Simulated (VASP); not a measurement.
A run of VASP 6.6.1:

File POSCAR:

```
AlN
1.0
    0.0000000000      2.1848764125      2.1848764125
    2.1848764125      0.0000000000      2.1848764125
    2.1848764125      2.1848764125      0.0000000000
Al N
1 1
Direct
    0.0000000000      0.0000000000      0.0000000000
    0.2500000000      0.2500000000      0.2500000000
```

The input INCAR.step1:

```
SYSTEM = AlN
PREC = Accurate ; ENCUT = 520
ISMEAR = 0 ; SIGMA = 0.01
LREAL = .FALSE. ; LASPH = .TRUE.
NELM = 100 ; NBANDS = 11
GGA = PE ; ALGO = Normal
EDIFF = 1E-4 ; LWAVE = .TRUE.
LCHARG = .FALSE.
```

Contents of INCAR.step2:

```
SYSTEM = AlN
PREC = Accurate ; ENCUT = 520
EDIFF = 1E-6 ; ISMEAR = 0
SIGMA = 0.01 ; LREAL = .FALSE.
LASPH = .TRUE. ; NELM = 100
ALGO = Normal ; ISIF = 2
LWAVE = .FALSE. ; LCHARG = .TRUE.
METAGGA = R2SCAN ; LMIXTAU = .TRUE.
LELF = .TRUE. ; LVHAR = .TRUE.
NBANDS = 11 ; ISTART = 1
```

Contents of KPOINTS:

```
regular mesh
0
G
  6 6 6
  0 0 0
```

Potentials or basis: VASP PAW PBE potentials, release 64 (Al, N).

Command:

```bash
$ cat potpaw_PBE.64/Al/POTCAR potpaw_PBE.64/N/POTCAR > POTCAR
$ cp INCAR.step1 INCAR
$ mpirun -np 1 vasp_std > vasp.out
$ cp INCAR.step2 INCAR
$ mpirun -np 1 vasp_std > vasp.out
```

Hardware: 1 thread of AMD EPYC 7R13 Processor (Zen 3) (shared host).

Problem. Estimate the wall time of this run.

Solution. Run time: 15 s on 1 thread of AMD EPYC 7R13 Processor (Zen 3), on a shared host, peak memory 0.11 GiB. Counts: k points 16.
